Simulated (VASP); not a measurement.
# SiO2 (P4_2/mnm) in VASP: notebook, part 2 of 2

VASP 6.6.1. The steps go on from the part before.

## Step 3: Single point, LDA

This run uses another cell than the first one, of 7.02 Å³/atom, 1.002 times its volume.

File INCAR:

```
SYSTEM = SiO2
ALGO = Normal ; EDIFF = 1E-6
ENCUT = 910 ; GGA_COMPAT = .FALSE.
ISIF = 2 ; ISMEAR = 0
LASPH = .TRUE. ; LCHARG = .TRUE.
LELF = .TRUE. ; LREAL = .FALSE.
LVHAR = .TRUE. ; LWAVE = .FALSE.
NBANDS = 25 ; NELM = 120
PREC = Accurate ; SIGMA = 0.05
```

File KPOINTS:

```
k-points
0
G
  6 6 8
  0 0 0
```

File POSCAR:

```
SiO2
1.0
    4.1302000000      0.0000000000      0.0000000000
    0.0000000000      4.1302000000      0.0000000000
    0.0000000000      0.0000000000      2.4697000000
Si O
2 4
Direct
    0.5000000000      0.5000000000      0.5000000000
    0.0000000000      0.0000000000      0.0000000000
    0.6944252994      0.6944252994      0.0000000000
    0.1944252994      0.8055747006      0.5000000000
    0.3055747006      0.3055747006      0.0000000000
    0.8055747006      0.1944252994      0.5000000000
```

Potentials or basis: VASP PAW LDA potentials, release 64 (Si, O_h).

Launch:

```sh
$ cat potpaw_LDA.64/Si/POTCAR potpaw_LDA.64/O_h/POTCAR > POTCAR
$ mpirun -np 1 vasp_std > vasp.out
```

Run time: 39 s. Hardware: 1 thread of Intel Xeon 6975P-C (Granite Rapids), shared host; peak memory 0.22 GiB.

It converged, with:

```yaml
Free_energy: -51.2719 eV
Pressure: 40.6 GPa
Largest_force: 0.526 eV/Å
Band_gap_on_the_k_mesh: 7.65 eV, direct
```

Forces on the atoms (eV/Å):
```
Si   0.000  0.000  0.000
Si   0.000  0.000  0.000
O    0.372  0.372  0.000
O    0.372 -0.372  0.000
O   -0.372 -0.372  0.000
O   -0.372  0.372  0.000
```

Stress tensor (GPa, compression positive):
```
23.50  0.00  0.00
 0.00 23.50  0.00
 0.00  0.00 74.82
```

Levels at points of the mesh, in eV from the valence-band top:
| k point | band 14 | band 15 | band 16 | band 17 | band 18 | band 19 |
| --- | --- | --- | --- | --- | --- | --- |
| (0.00, 0.00, 0.00) | -1.01 | -1.01 | 0.00 | 7.65 | 7.98 | 10.23 |
| (0.50, 0.00, 0.00) | -2.50 | -1.24 | -1.24 | 9.70 | 9.70 | 10.36 |
| (0.50, 0.50, 0.00) | -2.87 | -2.75 | -2.75 | 9.16 | 9.16 | 11.48 |
| (0.00, 0.00, 0.50) | -3.38 | -3.06 | -3.06 | 10.15 | 10.15 | 13.21 |
| (0.50, 0.00, 0.50) | -2.65 | -2.01 | -2.01 | 9.43 | 9.43 | 10.27 |
| (0.50, 0.50, 0.50) | -2.10 | -1.77 | -1.77 | 8.06 | 8.06 | 11.35 |

Caveat: the cutoff is under 1.25 times the usual one of these potentials, so pressure, stress and relaxed cells hold a basis-set (Pulay) error.

## Step 4: Single point, LDA

This run uses another cell than the first one, of 7.73 Å³/atom, 1.104 times its volume.

File INCAR:

```
ALGO     = Normal         # electronic algorithm
EDIFF    = 1E-6           # SCF threshold, eV
ENCUT    = 910            # plane-wave cutoff, eV
GGA      = CA             # functional
GGA_COMPAT= F            
ISIF     = 2              # what is computed and relaxed
ISMEAR   = 0              # smearing method
LASPH    = T              # aspherical terms in the spheres
LCHARG   = F              # write CHGCAR
LREAL    = F              # projectors in reciprocal space
LWAVE    = F              # write WAVECAR
NBANDS   = 25             # bands
NELM     = 120            # most SCF steps
PREC     = Accurate       # precision mode
SIGMA    = 0.05           # smearing width, eV
```

File KPOINTS:

```
k-points
0
Gamma
  6 6 8
```

POSCAR, as its differences from that of step 3:

```diff
@@ -2,5 +2,5 @@
 1.0
-    4.1302000000      0.0000000000      0.0000000000
-    0.0000000000      4.1302000000      0.0000000000
-    0.0000000000      0.0000000000      2.4697000000
+    4.2798000000      0.0000000000      0.0000000000
+    0.0000000000      4.2798000000      0.0000000000
+    0.0000000000      0.0000000000      2.5336000000
 Si O
```

Launch:

```sh
$ cat potpaw_LDA.64/Si/POTCAR potpaw_LDA.64/O_h/POTCAR > POTCAR
$ mpirun -np 1 vasp_std > vasp.out
```

Wall time 68 s (1 thread of AMD EPYC 9R45 (Zen 5), shared host); peak memory 0.2 GiB.

The run converged. Its results:

* Free energy: -51.7357 eV
* Pressure: 1.9 GPa
* Largest force: 0.527 eV/Å
* Band gap on the k mesh: 5.83 eV, direct

Forces in eV/Å, atoms in the order of the input:
```
Si   0.000  0.000  0.000
Si   0.000  0.000  0.000
O   -0.373 -0.373  0.000
O   -0.373  0.373  0.000
O    0.373  0.373  0.000
O    0.373 -0.373  0.000
```

Stress tensor (GPa, compression positive):
```
-11.68   0.00   0.00
  0.00 -11.68   0.00
  0.00   0.00  29.18
```

Levels at points of the mesh, in eV from the valence-band top:
```csv
k point,band 13,band 14,band 15,band 16,band 17,band 18,band 19,band 20
"(0.00, 0.00, 0.00)",-2.06,-0.96,-0.96,0.00,5.83,7.79,9.38,9.38
"(0.50, 0.00, 0.00)",-2.27,-2.27,-1.15,-1.15,8.22,8.22,9.89,9.89
"(0.50, 0.50, 0.00)",-2.53,-2.53,-2.53,-2.53,8.02,8.02,10.72,10.72
"(0.00, 0.00, 0.50)",-2.87,-2.87,-2.68,-2.68,8.82,8.82,11.99,11.99
"(0.50, 0.00, 0.50)",-2.40,-2.40,-1.75,-1.75,8.48,8.48,9.14,9.14
"(0.50, 0.50, 0.50)",-1.90,-1.90,-1.54,-1.54,6.83,6.83,10.59,10.59
```

Caveat: the cutoff is under 1.25 times the usual one of these potentials, so pressure, stress and relaxed cells hold a basis-set (Pulay) error. A hybrid or GW would open this gap; LDA tends to underestimate it.

## Step 5: Single point, LDA

This run uses another cell than the first one, of 7.65 Å³/atom, 1.091 times its volume.

INCAR is that of step 4.

KPOINTS is that of step 4.

POSCAR, as its differences from that of step 4:

```diff
@@ -2,5 +2,5 @@
 1.0
-    4.2798000000      0.0000000000      0.0000000000
-    0.0000000000      4.2798000000      0.0000000000
-    0.0000000000      0.0000000000      2.5336000000
+    4.0554000000      0.0000000000      0.0000000000
+    0.0000000000      4.0554000000      0.0000000000
+    0.0000000000      0.0000000000      2.7891000000
 Si O
```

Potentials or basis: VASP PAW LDA potentials, release 64 (Si, O_h).

Launch:

```sh
$ cat potpaw_LDA.64/Si/POTCAR potpaw_LDA.64/O_h/POTCAR > POTCAR
$ mpirun -np 1 vasp_std > vasp.out
```

OUTCAR:

```text
EDIFF = 1E-6
   ENCUT = 910
   GGA = CA
   ISIF = 2
   ISMEAR = 0
   LASPH = T
   LREAL = F
   NELM = 120
   PREC = Accurate

 ion  position               nearest neighbor table
   1  0.500  0.500  0.500-   4 1.75   6 1.75   5 1.79   3 1.79   3 1.79   5 1.79
   2  0.000  0.000  0.000-   3 1.75   5 1.75   4 1.79   6 1.79   4 1.79   6 1.79
   3  0.694  0.694  0.000-   2 1.75   1 1.79   1 1.79
   4  0.194  0.806  0.500-   1 1.75   2 1.79   2 1.79
   5  0.306  0.306  0.000-   2 1.75   1 1.79   1 1.79
[... 883 lines left out ...]
  -------------------------------------------------------------------------------------
  Total        2.6667033      2.6667033     -6.2606631      0.0000000      0.0000000      0.0000000
  in kB       93.1437665     93.1437665   -218.6751532      0.0000000      0.0000000      0.0000000
  external PRESSURE =     -10.7958734 kB  Pullay stress =       0.0000000 kB

 VOLUME and BASIS-vectors are now :
 -----------------------------------------------------------------------------
  energy-cutoff  :      910.00
  volume of cell :       45.87
      direct lattice vectors                 reciprocal lattice vectors
     4.055400000  0.000000000  0.000000000     0.246584801  0.000000000  0.000000000
     0.000000000  4.055400000  0.000000000     0.000000000  0.246584801  0.000000000
     0.000000000  0.000000000  2.789100000     0.000000000  0.000000000  0.358538597

 POSITION                                       TOTAL-FORCE (eV/Angst)
 -----------------------------------------------------------------------------------
      2.02770      2.02770      1.39455        -0.000000      0.000000      0.000000
      0.00000      0.00000      0.00000        -0.000000      0.000000      0.000000
      2.81617      2.81617      0.00000         0.259840      0.259840     -0.000000
      0.78847      3.26693      1.39455         0.259840     -0.259840      0.000000
      1.23923      1.23923      0.00000        -0.259840     -0.259840      0.000000
      3.26693      0.78847      1.39455        -0.259840      0.259840     -0.000000
 -----------------------------------------------------------------------------------
    total drift:                                0.000000     -0.000000      0.000000

  FREE ENERGIE OF THE ION-ELECTRON SYSTEM (eV)
  ---------------------------------------------------
  free  energy   TOTEN  =       -51.8205075457 eV

  energy  without entropy=      -51.8205075457  energy(sigma->0) =      -51.82050755
```

stdout:

```text
POSCAR found type information on POSCAR SiO
 POSCAR found :  2 types and       6 ions
 scaLAPACK will be used
 LDA part: xc-table for (Slater(with rela. corr.)+CA(PZ))
 , standard interpolation
 POSCAR, INCAR and KPOINTS ok, starting setup
 FFT: planning ... GRIDC
 FFT: planning ... GRID_SOFT
 FFT: planning ... GRID
 WAVECAR not read
 entering main loop
```

It took 42 s on 1 thread of AMD EPYC 9R45 (Zen 5), shared host; peak memory 0.2 GiB.

What came out:

```yaml
Free_energy: -51.8205 eV
Pressure: -1.1 GPa
Largest_force: 0.367 eV/Å
Band_gap_on_the_k_mesh: 5.51 eV, direct
```

Forces in eV/Å, atoms in the order of the input:
```
Si   0.000  0.000  0.000
Si   0.000  0.000  0.000
O    0.260  0.260  0.000
O    0.260 -0.260  0.000
O   -0.260 -0.260  0.000
O   -0.260  0.260  0.000
```

Stress tensor (GPa, compression positive):
```
  9.31   0.00   0.00
  0.00   9.31   0.00
  0.00   0.00 -21.87
```

Caveat: the cutoff is under 1.25 times the usual one of these potentials, so pressure, stress and relaxed cells hold a basis-set (Pulay) error. A k mesh can miss the band edges.

## Step 6: Overview

```tsv
cell	gap on the mesh (eV)	pressure (GPa)	largest force (eV/Å)
a = 4.180, b = 4.180, c = 2.406 Å, 6 atoms	7.61	45.6	0.45
a = 4.130, b = 4.130, c = 2.470 Å, 6 atoms	7.65	40.6	0.53
a = 4.280, b = 4.280, c = 2.534 Å, 6 atoms	5.83	1.9	0.53
a = 4.055, b = 4.055, c = 2.789 Å, 6 atoms	5.51	-1.1	0.37
```

Alike in all rows: task single point; level LDA; potentials or basis VASP PAW LDA potentials, release 64 (Si, O_h); no spin polarisation; k mesh 6 × 6 × 8; cutoff (eV) 910; smearing gaussian 0.05 eV.

Caveats: the cutoff is under 1.25 times the usual one of these potentials, so pressure, stress and relaxed cells hold a basis-set (Pulay) error.

Total energies depend on the potentials used, so only differences within one code and one set of settings carry meaning.
